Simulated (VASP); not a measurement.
Set up this calculation in VASP 6.6.1, as the native input.

| Property | Result |
| --- | --- |
| Task | relaxation of cell and atoms |
| Functional | PBEsol |
| Potentials or basis | VASP PAW PBE potentials, release 64 (Hf_pv, C) |
| Cutoff | 600 eV |
| k mesh | 18 × 18 × 18 |
| Occupations | gaussian, width 0.1 eV |
| Spin | no spin polarisation |
| Dipole correction | no |
| Further INCAR settings | ALGO = Normal; EDIFF = 1e-07; IBRION = 2; EDIFFG = -0.01; NSW = 80; ISIF = 3 |

The structure of Hf2C lies in POSCAR:

```
Hf2C
1.0
    1.6261878774      0.9388800088      5.2186528604
   -1.6261878774      0.9388800088      5.2186528604
    0.0000000000     -1.8777600175      5.2186528604
Hf C
2 1
Direct
    0.2460824126      0.2460824126      0.2460824126
    0.7539175874      0.7539175874      0.7539175874
    0.5000000000      0.5000000000      0.5000000000
```

One way to write it, as run:

INCAR

```
PREC = Accurate
ENCUT = 600
EDIFF = 1E-7
ISMEAR = 0
SIGMA = 0.1
LREAL = F
LASPH = T
NELM = 80
ALGO = Normal
ISIF = 3
LWAVE = F
LCHARG = F
GGA = PS
IBRION = 2
NSW = 80
EDIFFG = -0.01
```

KPOINTS

```
Automatic mesh
0
Gamma
  18 18 18
```

Potentials or basis: VASP PAW PBE potentials, release 64 (Hf_pv, C).

The run is started by

```console
$ cat potpaw_PBE.64/Hf_pv/POTCAR potpaw_PBE.64/C/POTCAR > POTCAR
$ mpirun -np 1 vasp_std > vasp.out
```

Results of the run:

```
Relaxed volume                         : 15.90 Å³/atom
Relaxed cell                           : a = 5.534 Å, b = 5.534 Å, c = 5.534 Å, α = 34.18°, β = 34.18°, γ = 34.18°
Space group after relaxing (to 0.05 Å) : R-3m (No. 166)
Energy gained by relaxing              : 0.1 meV/atom
Ionic steps                            : 4
Pressure after relaxing                : 0.0 GPa
Largest force after relaxing           : 0.003 eV/Å
Band gap on the k mesh                 : zero (band 12 reaches 6.47 eV, above the bottom of band 13 at 4.91 eV)
```

Caveat: the PAW data sets were made with another functional, which shifts forces and pressure a little; spin-orbit coupling is left out, which moves the levels of the heavy elements.

Wall time 46 min on 1 thread of Intel(R) Xeon(R) Platinum 8259CL CPU @ 2.50GHz (Skylake/Cascade Lake) (shared host), peak memory 0.78 GiB.
